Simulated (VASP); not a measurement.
# Sc (Fm-3m) in VASP: a series of runs

Sc is run at these levels: PBEsol, LDA; tasks: single point.

Everything below comes from runs of VASP 6.6.1. Logs are shortened: lines on timing, memory, paths and dates and some standing lists are left out, and cuts for length are marked.

### 1 The cell of the first run

Symmetry: Fm-3m, No. 225, cubic system. The conventional cell has a = 4.428 Å, b = 4.428 Å, c = 4.428 Å, α = 90.00°, β = 90.00°, γ = 90.00°. Sc (site symmetry m-3m) has 12 Sc at 3.13 Å within 4.1 Å.

### 2 Single point, PBEsol

The input, INCAR:

```
SYSTEM = Sc
ALGO     = Fast           ! electronic algorithm
EDIFF    = 1E-6           ! SCF threshold, eV
ENCUT    = 520            ! plane-wave cutoff, eV
GGA      = PS             ! functional
ISIF     = 2              ! what is computed and relaxed
ISMEAR   = -5             ! smearing method
LASPH    = .True.         ! aspherical terms in the spheres
LCHARG   = .True.         ! write CHGCAR
LELF     = .True.         ! ELF
LREAL    = .False.        ! projectors in reciprocal space
LVHAR    = .True.       
LWAVE    = .False.        ! write WAVECAR
NBANDS   = 12             ! bands
NELM     = 80             ! most SCF steps
PREC     = Accurate       ! precision mode
SIGMA    = 0.05           ! smearing width, eV
```

The input, KPOINTS:

```
k-points
0
Gamma
  10 10 10
  0 0 0
```

The input, POSCAR:

```
Sc
1.0
    0.0000000000      2.2138646057      2.2138646057
    2.2138646057      0.0000000000      2.2138646057
    2.2138646057      2.2138646057      0.0000000000
Sc
1
Direct
    0.0000000000      0.0000000000      0.0000000000
```

Potentials or basis: VASP PAW PBE potentials, release 64 (Sc_sv).

Launch:

```
cat potpaw_PBE.64/Sc_sv/POTCAR > POTCAR
mpirun -np 1 vasp_std > vasp.out
```

OUTCAR:

```text
SYSTEM = Sc
   EDIFF = 1E-6
   ENCUT = 520
   GGA = PS
   ISIF = 2
   ISMEAR = -5
   LASPH = .True.
   LREAL = .False.
   NELM = 80
   PREC = Accurate

 ion  position               nearest neighbor table
   1  0.000  0.000  0.000-

  LATTYP: Found a face centered cubic cell.
 ALAT       =     4.4277292114

  Lattice vectors:

 A1 = (   0.0000000000,   2.2138646057,   2.2138646057)
 A2 = (   2.2138646057,   0.0000000000,   2.2138646057)
 A3 = (   2.2138646057,   2.2138646057,   0.0000000000)

Analysis of symmetry for initial positions (statically):
=====================================================================
 Subroutine PRICEL returns:
 Original cell was already a primitive cell.

 Routine SETGRP: Setting up the symmetry group for a
 face centered cubic supercell.

 Subroutine GETGRP returns: Found 48 space group operations
 (whereof 48 operations were pure point group operations)
 out of a pool of 48 trial point group operations.

The static configuration has the point symmetry O_h .

Analysis of symmetry for dynamics (positions and initial velocities):
=====================================================================
 Subroutine PRICEL returns:
 Original cell was already a primitive cell.

 Routine SETGRP: Setting up the symmetry group for a
 face centered cubic supercell.

 Subroutine GETGRP returns: Found 48 space group operations
 (whereof 48 operations were pure point group operations)
 out of a pool of 48 trial point group operations.

The dynamic configuration has the point symmetry O_h .

 Subroutine INISYM returns: Found 48 space group operations
 (whereof 48 operations are pure point group operations),
 and found     1 'primitive' translations

----------------------------------------------------------------------------------------

                                     Primitive cell

  volume of cell :      21.7012

  direct lattice vectors                    reciprocal lattice vectors
     0.000000000  2.213864606  2.213864606    -0.225849403  0.225849403  0.225849403
     2.213864606  0.000000000  2.213864606     0.225849403 -0.225849403  0.225849403
     2.213864606  2.213864606  0.000000000     0.225849403  0.225849403 -0.225849403

  length of vectors
     3.130877351  3.130877351  3.130877351     0.391182641  0.391182641  0.391182641

  position of ions in fractional coordinates (direct lattice)
     0.000000000  0.000000000  0.000000000

  ion indices of the primitive-cell ions
   primitive index   ion index
                 1           1

----------------------------------------------------------------------------------------

 KPOINTS: k-points

Automatic generation of k-mesh.
 Grid dimensions read from file:
 generate k-points for:   10   10   10

 Generating k-lattice:

  Cartesian coordinates                     Fractional coordinates (reciprocal lattice)
    -0.022584940  0.022584940  0.022584940     0.100000000  0.000000000  0.000000000
     0.022584940 -0.022584940  0.022584940     0.000000000  0.100000000  0.000000000
     0.022584940  0.022584940 -0.022584940     0.000000000  0.000000000  0.100000000

  Length of vectors
     0.039118264  0.039118264  0.039118264

  Shift w.r.t. Gamma in fractional coordinates (k-lattice)
     0.000000000  0.000000000  0.000000000

 TETIRR: Found    148 inequivalent tetrahedra from     6000

 Subroutine IBZKPT returns following result:
 ===========================================

 Found     47 irreducible k-points:

 Following reciprocal coordinates:
            Coordinates               Weight
  0.000000  0.000000  0.000000      1.000000
  0.100000  0.000000  0.000000      8.000000
  0.200000  0.000000  0.000000      8.000000
  0.300000  0.000000  0.000000      8.000000
  0.400000  0.000000  0.000000      8.000000
  0.500000  0.000000  0.000000      4.000000
[... 16 lines left out ...]
  0.300000  0.300000  0.000000      6.000000
  0.400000  0.300000  0.000000     24.000000
 [... further k-points ...]
   k-points           NKPTS =     47   k-points in BZ     NKDIM =     47   number of bands    NBANDS=     12
   number of dos      NEDOS =    301   number of ions     NIONS =      1
   total plane-waves  NPLWV =  13824
   dimension x,y,z NGX =    24 NGY =   24 NGZ =   24
   dimension x,y,z NGXF=    48 NGYF=   48 NGZF=   48
   ions per type =               1
   NGX,Y,Z   is equivalent  to a cutoff of  12.74, 12.74, 12.74 a.u.
   NGXF,Y,Z  is equivalent  to a cutoff of  25.49, 25.49, 25.49 a.u.
 SYSTEM =  Sc
   PREC   = accura    normal or accurate (medium, high low for compatibility)
   ISTART =      0    job   : 0-new  1-cont  2-samecut
   ICHARG =      2    charge: 1-file 2-atom 10-const
   ISPIN  =      1    spin polarized calculation?
   LNONCOLLINEAR =      F non collinear calculations
   LSORBIT =      F    spin-orbit coupling
   LASPH  =      T    aspherical Exc in radial PAW
   ENCUT  =  520.0 eV  38.22 Ry    6.18 a.u.   5.82  5.82  5.82*2*pi/ulx,y,z
   NELM   =     80;   NELMIN=  2; NELMDL= -5     # of ELM steps
   EDIFF  = 0.1E-05   stopping-criterion for ELM
   LREAL  =      F    real-space projection
   EDIFFG = 0.1E-04   stopping-criterion for IOM
   NSW    =      0    number of steps for IOM
   IBRION =     -1    ionic relax: 0-MD 1-quasi-New 2-CG
   NFREE  =      0    steps in history (QN), initial steepest desc. (CG)
   ISIF   =      2    stress and relaxation
   ISYM   =      2    0-nonsym 1-usesym 2-fastsym
   POTIM  = 0.5000    time-step for ionic-motion
   TEBEG  =    0.0;   TEEND  =   0.0 temperature during run
   PSTRESS=    0.0 pullay stress
   NELECT =      11.0000    total number of electrons
   NUPDOWN=      -1.0000    fix difference up-down
   EMIN   =  10.00;   EMAX   =-10.00  energy-range for DOS
   EFERMI =   0.00;   METHOD = LEGACY
   ISMEAR =    -5;   SIGMA  =   0.05  broadening in eV -4-tet -1-fermi 0-gaus
   EFERMI_NEDOS =   21; number of points for ismear=-14 and -15
   IALGO  =     68    algorithm
   IMIX   =      4    mixing-type and parameters
     AMIX     =   0.40;   BMIX     =  1.00
     AMIX_MAG =   1.60;   BMIX_MAG =  1.00
  volume/ion in A,a.u.               =      21.70       146.45
  Fermi-wavevector in a.u.,A,eV,Ry     =   1.305303  2.466665 23.181823  1.703816
  Thomas-Fermi vector in A             =   2.436181
   LORBIT       =      0    0 simple, 1 ext, 2 COOP (PROOUT), +10 PAW based schemes
   GGA     = PS    functional components
   LHFCALC =     F    Hartree Fock is set to
   AEXX    =    0.0000 exact exchange contribution
   IVDW    =     0    specifies the selected vdW correction
   LEPSILON=     F    determine dielectric tensor
   LRPA    =     F    only Hartree local field effects (RPA)
 non-spin polarized calculation
 RMM-DIIS sequential band-by-band and
 Fermi weights with tetrahedron method with Bloechl corrections
  energy-cutoff  :      520.00
  volume of cell :       21.70
 maximum number of plane-waves:       598
   NGX = 11   NGY = 11   NGZ = 11

 number of electron      11.0000002 magnetization

 Free energy of the ion-electron system (eV)
  ---------------------------------------------------
  ext. energy  EPLUGINS =         0.00000000
  ---------------------------------------------------
  free energy    TOTEN  =        -6.52806705 eV

  energy without entropy =       -6.52806705  energy(sigma->0) =       -6.52806705

 E-fermi :   4.3852     XC(G=0): -10.5191

 val. band max:        4.4291692298   @ k =  -0.3000   0.3000   0.0000
 cond. band min:       4.4032712347   @ k =   0.4000   0.3000   0.1000
 fundamental gap:     -0.0258979951
 Fermi energy:         4.3852289681

 k-point     1 :       0.0000    0.0000    0.0000
  band No.  band energies     occupation
      1     -44.4720      2.00000
      2     -22.8824      2.00000
      3     -22.8824      2.00000
      4     -22.8824      2.00000
      5      -1.0077      2.00000
      6       6.1630      0.00000
      7       6.1630      0.00000
      8       6.1630      0.00000
      9       7.8010      0.00000
     10       7.8010      0.00000
     11      17.6477      0.00000
     12      21.5386      0.00000

 k-point     2 :       0.1000    0.0000    0.0000
  band No.  band energies     occupation
      1     -44.4621      2.00000
      2     -22.9437      2.00000
      3     -22.8900      2.00000
      4     -22.8900      2.00000
      5      -0.7237      2.00000
      6       5.9468      0.00000
      7       6.2679      0.00000
      8       6.2679      0.00000
      9       7.7267      0.00000
     10       7.7267      0.00000
     11      17.9457      0.00000
     12      19.7879      0.00000

 k-point     3 :       0.2000    0.0000    0.0000
  band No.  band energies     occupation
      1     -44.4362      2.00000
      2     -23.1014      2.00000
      3     -22.9097      2.00000
      4     -22.9097      2.00000
      5       0.0671      2.00000
      6       5.4566      0.00000
      7       6.4200      0.00000
      8       6.4200      0.00000
      9       7.7076      0.00000
     10       7.7076      0.00000
     11      17.1461      0.00000
     12      18.5721      0.00000

 k-point     4 :       0.3000    0.0000    0.0000
  band No.  band energies     occupation
      1     -44.4039      2.00000
      2     -23.2916      2.00000
      3     -22.9339      2.00000
      4     -22.9339      2.00000
      5       1.1595      2.00000
      6       5.0029      0.00000
      7       6.3139      0.00000
      8       6.3139      0.00000
      9       8.0909      0.00000
     10       8.0909      0.00000
     11      14.9491      0.00000
     12      18.0704      0.00000

 k-point     5 :       0.4000    0.0000    0.0000
  band No.  band energies     occupation
      1     -44.3777      2.00000
      2     -23.4417      2.00000
      3     -22.9534      2.00000
      4     -22.9534      2.00000
      5       2.1277      2.00000
      6       4.8567      0.00000
      7       6.1092      0.00000
      8       6.1092      0.00000
      9       8.6291      0.00000
     10       8.6291      0.00000
     11      13.1254      0.00000
     12      17.2984      0.00000
[... 228 lines left out ...]
      1     -44.3680      2.00000
      2     -23.3520      2.00000
      3     -23.1082      2.00000
      4     -22.9614      2.00000
      5       2.6324      2.00000
      6       4.6850     -0.17218
      7       5.3213      0.00000
      8       6.7453      0.00000
      9       7.8655      0.00000
     10       9.6080      0.00000
     11      13.9957      0.00000
     12      16.0836      0.00000

 k-point    22 :      -0.2000    0.2000    0.0000
  band No.  band energies     occupation
      1     -44.3928      2.00000
      2     -23.2608      2.00000
      3     -23.0504      2.00000
      4     -22.9308      2.00000
      5       1.5871      2.00000
      6       4.9000      0.00000
      7       5.7962      0.00000
      8       6.9333      0.00000
      9       7.1962      0.00000
     10       8.9390      0.00000
     11      15.9037      0.00000
     12      16.6047      0.00000

 k-point    23 :       0.3000    0.3000    0.0000
  band No.  band energies     occupation
      1     -44.3817      2.00000
      2     -23.2706      2.00000
      3     -23.0239      2.00000
      4     -23.0239      2.00000
      5       1.7097      2.00000
      6       4.3175      1.21600
      7       6.0085      0.00000
      8       7.6897      0.00000
      9       7.6897      0.00000
     10       8.4759      0.00000
     11      17.3492      0.00000
     12      17.3585      0.00000

 k-point    24 :       0.4000    0.3000    0.0000
  band No.  band energies     occupation
      1     -44.3610      2.00000
      2     -23.3500      2.00000
      3     -23.0677      2.00000
      4     -23.0479      2.00000
      5       2.3608      2.00000
      6       4.0662      2.12574
      7       5.7777      0.00000
      8       7.8373      0.00000
      9       8.4736      0.00000
     10       8.8122      0.00000
     11      15.3313      0.00000
     12      16.5939      0.00000

 [... further k-points ...]
[... 5 lines left out ...]
  --------------------------------------------------------------------------------------
  -------------------------------------------------------------------------------------
  Total        0.6885967      0.6885967      0.6885967     -0.0000000     -0.0000000      0.0000000
  in kB       50.8384544     50.8384544     50.8384544     -0.0000000     -0.0000000      0.0000000
  external PRESSURE =      50.8384544 kB  Pullay stress =       0.0000000 kB

 VOLUME and BASIS-vectors are now :
 -----------------------------------------------------------------------------
  energy-cutoff  :      520.00
  volume of cell :       21.70
      direct lattice vectors                 reciprocal lattice vectors
     0.000000000  2.213864606  2.213864606    -0.225849403  0.225849403  0.225849403
     2.213864606  0.000000000  2.213864606     0.225849403 -0.225849403  0.225849403
     2.213864606  2.213864606  0.000000000     0.225849403  0.225849403 -0.225849403

 POSITION                                       TOTAL-FORCE (eV/Angst)
 -----------------------------------------------------------------------------------
      0.00000      0.00000      0.00000        -0.000000      0.000000      0.000000
 -----------------------------------------------------------------------------------
    total drift:                               -0.000000      0.000000     -0.000000

  FREE ENERGIE OF THE ION-ELECTRON SYSTEM (eV)
  ---------------------------------------------------
  free  energy   TOTEN  =        -6.5280670497 eV

  energy  without entropy=       -6.5280670497  energy(sigma->0) =       -6.52806705
```

Wall time 9.3 s (1 thread of AMD EPYC 9R45 (Zen 5), shared host); peak memory 0.1 GiB.

What came out:

| Quantity | Value |
| --- | --- |
| Free energy | -6.5281 eV |
| Pressure | 5.1 GPa |

Levels at points of the mesh, in eV from the Fermi level:
```tsv
k point	band 1	band 2	band 3	band 4	band 5	band 6	band 7	band 8	band 9	band 10
(0.00, 0.00, 0.00)	-48.86	-27.27	-27.27	-27.27	-5.39	1.78	1.78	1.78	3.42	3.42
(0.50, 0.00, 0.00)	-48.75	-27.88	-27.35	-27.35	-1.90	0.55	1.64	1.64	4.49	4.49
(0.50, 0.50, 0.00)	-48.72	-27.84	-27.48	-27.48	-1.79	-0.80	2.45	4.48	4.77	4.77
```

Caveat: the PAW data sets were made with another functional, which shifts forces and pressure a little; tetrahedron occupations give inexact forces and stress in metals.

### 3 Single point, PBEsol

This run uses another cell than the first one, of 22.16 Å³/atom, 1.021 times its volume.

The input, INCAR:

```
SYSTEM = Sc
  PREC = Accurate
  ENCUT = 520
  EDIFF = 1E-6
  ISMEAR = -5
  SIGMA = 0.05
  LREAL = .FALSE.
  LASPH = .TRUE.
  NELM = 100
  ALGO = Normal
  ISIF = 2
  LWAVE = .FALSE.
  LCHARG = .FALSE.
  GGA = PS
  NBANDS = 12
```

The input, KPOINTS:

```
regular mesh
0
G
  10 10 10
  0 0 0
```

The input, POSCAR:

```
Sc
1.0
    0.0000000000      2.2294557152      2.2294557152
    2.2294557152      0.0000000000      2.2294557152
    2.2294557152      2.2294557152      0.0000000000
Sc
1
Direct
    0.0000000000      0.0000000000      0.0000000000
```

Potentials or basis: VASP PAW PBE potentials, release 64 (Sc_sv).

Launch:

```
cat potpaw_PBE.64/Sc_sv/POTCAR > POTCAR
mpirun -np 1 vasp_std > vasp.out
```

It took 6.9 s on 1 thread of AMD EPYC 9R45 (Zen 5), shared host; peak memory 0.11 GiB.

Results (log left out):

```
Free energy : -6.5409 eV
Pressure    : 3.7 GPa
```

Levels at points of the mesh, in eV from the Fermi level:
| k point | band 2 | band 3 | band 4 | band 5 | band 6 | band 7 | band 8 | band 9 |
| --- | --- | --- | --- | --- | --- | --- | --- | --- |
| (0.00, 0.00, 0.00) | -27.34 | -27.34 | -27.34 | -5.36 | 1.75 | 1.75 | 1.75 | 3.34 |
| (0.50, 0.00, 0.00) | -27.91 | -27.41 | -27.41 | -1.88 | 0.49 | 1.61 | 1.61 | 4.39 |
| (0.50, 0.50, 0.00) | -27.87 | -27.54 | -27.54 | -1.74 | -0.77 | 2.35 | 4.38 | 4.66 |

Caveat: the PAW data sets were made with another functional, which shifts forces and pressure a little; tetrahedron occupations give inexact forces and stress in metals.

(Part 1 of 2 ends here.)
